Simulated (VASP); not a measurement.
# InP (F-43m) in VASP: a series of runs, part 2 of 2

VASP 6.6.1. The steps go on from the part before.

### Step 5. Relaxation of cell and atoms, LDA, target pressure -3 GPa, at which the enthalpy is minimised

This run uses another cell than the first one, of 24.73 Å³/atom, 1.275 times its volume.

Input file INCAR:

```
SYSTEM = InP
  PREC = Accurate
  ENCUT = 600
  EDIFF = 1E-6
  ISMEAR = 0
  SIGMA = 0.01
  LREAL = .False.
  LASPH = .True.
  NELM = 80
  ALGO = Normal
  ISIF = 3
  LWAVE = .False.
  LCHARG = .False.
  IBRION = 2
  NSW = 80
  EDIFFG = -0.001
  PSTRESS = -30.0
```

Input file KPOINTS:

```
Automatic mesh
0
Gamma
  10 10 10
  0 0 0
```

Input file POSCAR:

```
InP
1.0
    0.0000000000      2.9135471651      2.9135471651
    2.9135471651      0.0000000000      2.9135471651
    2.9135471651      2.9135471651      0.0000000000
In P
1 1
Direct
    0.0000000000      0.0000000000      0.0000000000
    0.7500000000      0.7500000000      0.7500000000
```

Potentials or basis: VASP PAW LDA potentials, release 64 (In_d, P).

The run is started by

```
cat potpaw_LDA.64/In_d/POTCAR potpaw_LDA.64/P/POTCAR > POTCAR
mpirun -np 1 vasp_std > vasp.out
```

OUTCAR:

```text
SYSTEM = InP
   PREC = Accurate
   ENCUT = 600
   EDIFF = 1E-6
   ISMEAR = 0
   LREAL = .False.
   LASPH = .True.
   NELM = 80
   ISIF = 3
   IBRION = 2
   NSW = 80
   EDIFFG = -0.001
   PSTRESS = -30.0

 ion  position               nearest neighbor table
   1  0.000  0.000  0.000-   2 2.52   2 2.52   2 2.52   2 2.52
   2  0.750  0.750  0.750-   1 2.52   1 2.52   1 2.52   1 2.52

  LATTYP: Found a face centered cubic cell.
 ALAT       =     5.8270943302

  Lattice vectors:

 A1 = (   0.0000000000,   2.9135471651,   2.9135471651)
 A2 = (   2.9135471651,   0.0000000000,   2.9135471651)
 A3 = (   2.9135471651,   2.9135471651,   0.0000000000)

Analysis of symmetry for initial positions (statically):
=====================================================================
 Subroutine PRICEL returns:
 Original cell was already a primitive cell.

 Routine SETGRP: Setting up the symmetry group for a
 face centered cubic supercell.

 Subroutine GETGRP returns: Found 24 space group operations
 (whereof 24 operations were pure point group operations)
 out of a pool of 48 trial point group operations.

The static configuration has the point symmetry T_d .

Analysis of symmetry for dynamics (positions and initial velocities):
=====================================================================
[... 349 lines left out ...]

 number of electron      17.9999998 magnetization

 Free energy of the ion-electron system (eV)
  ---------------------------------------------------
  ext. energy  EPLUGINS =         0.00000000
  ---------------------------------------------------
  free energy    TOTEN  =        -9.65098802 eV

  energy without entropy =       -9.65098802  energy(sigma->0) =       -9.65098802

 E-fermi :   4.7436     XC(G=0):  -9.4812

 val. band max:        4.6787349075   @ k =   0.0000   0.0000   0.0000
 cond. band min:       5.0252903880   @ k =   0.0000   0.0000   0.0000
 fundamental gap:      0.3465554804
 Fermi energy:         4.7435973831

 k-point     1 :       0.0000    0.0000    0.0000
  band No.  band energies     occupation
      1      -9.4469      2.00000
      2      -9.4469      2.00000
      3      -9.4469      2.00000
      4      -9.3066      2.00000
      5      -9.3066      2.00000
      6      -6.6621      2.00000
      7       4.6787      2.00000
      8       4.6787      2.00000
      9       4.6787      2.00000
     10       5.0253      0.00000
     11       8.6418      0.00000
     12       8.6418      0.00000
     13       8.6418      0.00000
[... 354 lines left out ...]
  band No.  band energies     occupation
      1      -9.5806      2.00000
      2      -9.3772      2.00000
      3      -9.3741      2.00000
      4      -9.3385      2.00000
      5      -9.2822      2.00000
      6      -5.0530      2.00000
      7      -0.0695      2.00000
      8       2.5430      2.00000
      9       2.8083      2.00000
     10       6.8037      0.00000
     11       7.5520      0.00000
     12      11.2930      0.00000
     13      11.9688      0.00000

 [... further k-points ...]

------------------------ aborting loop because EDIFF is reached ----------------------------------------

  FORCE on cell =-STRESS in cart. coord.  units (eV):
  Direction    XX          YY          ZZ          XY          YZ          ZX
  --------------------------------------------------------------------------------------
  -------------------------------------------------------------------------------------
  Total       -0.9734708     -0.9734708     -0.9734708      0.0000000     -0.0000000      0.0000000
  in kB      -30.0616125    -30.0616125    -30.0616125      0.0000000     -0.0000000      0.0000000
  external PRESSURE =      -0.0616125 kB  Pullay stress =     -30.0000000 kB
[... 21 lines left out ...]
  energy  without entropy=       -9.6509880191  energy(sigma->0) =       -9.65098802

  enthalpy is  TOTEN    =       -10.6224636058 eV   P V=       -0.9714755867

 reached required accuracy - stopping structural energy minimisation
```

It took 2.2 min on 1 thread of Intel Xeon Platinum 8259CL at 2.50GHz (Skylake/Cascade Lake), shared host; peak memory 0.2 GiB.

Results:

- Free energy: -9.6510 eV
- Relaxed volume: 25.94 Å³/atom
- Relaxed cell: a = 4.186 Å, b = 4.186 Å, c = 4.186 Å, α = 60.00°, β = 60.00°, γ = 60.00°
- Space group after relaxing (to 0.05 Å): F-43m (No. 216)
- Energy change on relaxing (the enthalpy is what falls): +11.7 meV/atom
- Ionic steps: 6
- Pressure after relaxing: -3.0 GPa
- Band gap on the k mesh: 0.35 eV, direct

The path:
| step | energy change (eV) | largest force (eV/Å) | pressure (GPa) | volume (Å³) |
| --- | --- | --- | --- | --- |
| 1 | 0.0000 | 0.0000 | 0.04 | 49.46 |
| 2 | 0.0459 | 0.0000 | -4.08 | 52.90 |
| 3 | 0.0232 | 0.0000 | -2.99 | 51.88 |
| 4 | 0.0242 | 0.0000 | -3.07 | 51.93 |
| 5 | 0.0227 | 0.0000 | -2.95 | 51.85 |
| 6 | 0.0233 | 0.0000 | -3.01 | 51.88 |

Final structure:
```
In P
1.0
     0.00000    2.96026    2.96026
     2.96026    0.00000    2.96026
     2.96026    2.96026    0.00000
In P
1 1
Direct
  0.00000 0.00000 0.00000
  0.75000 0.75000 0.75000
```

Levels at points of the mesh, in eV from the valence-band top:
| k point | band 5 | band 6 | band 7 | band 8 | band 9 | band 10 | band 11 | band 12 | band 13 |
| --- | --- | --- | --- | --- | --- | --- | --- | --- | --- |
| (0.00, 0.00, 0.00) | -13.99 | -11.34 | 0.00 | 0.00 | 0.00 | 0.35 | 3.96 | 3.96 | 3.96 |
| (0.50, 0.00, 0.00) | -13.97 | -9.69 | -5.67 | -0.95 | -0.95 | 1.25 | 4.70 | 4.70 | 6.83 |
| (0.50, 0.50, 0.00) | -13.95 | -9.05 | -5.73 | -2.26 | -2.26 | 1.65 | 2.13 | 8.81 | 9.23 |

Caveat: the cell is relaxed towards a set pressure, so the enthalpy falls and the energy may rise; spin-orbit coupling is left out, which moves the levels of the heavy elements.

### Step 6. Overview

```tsv
task	cell	cutoff (eV)	gap on the mesh (eV)	pressure (GPa)
single point	a = 3.799 Å, angles 60.0°, 2 atoms	520	1.06	30.0
relaxation of cell and atoms	relaxed to 30 GPa from a = 4.120 Å, angles 60.0°, 2 atoms	600	1.06	30.0
single point	a = 4.185 Å, angles 60.0°, 2 atoms	520	0.35	-3.0
relaxation of cell and atoms	relaxed to -3 GPa from a = 4.120 Å, angles 60.0°, 2 atoms	600	0.35	-3.0
```

Alike in all rows: level LDA; potentials or basis VASP PAW LDA potentials, release 64 (In_d, P); no spin polarisation; k mesh 10 × 10 × 10; smearing gaussian 0.01 eV.

Caveats: spin-orbit coupling is left out, which moves the levels of the heavy elements; the cell is relaxed towards a set pressure, so the enthalpy falls and the energy may rise (some runs); the volume moved by over 15 % at a fixed basis, so the end points are rough (some runs).

Absolute energies hang on the potentials; compare differences alone.
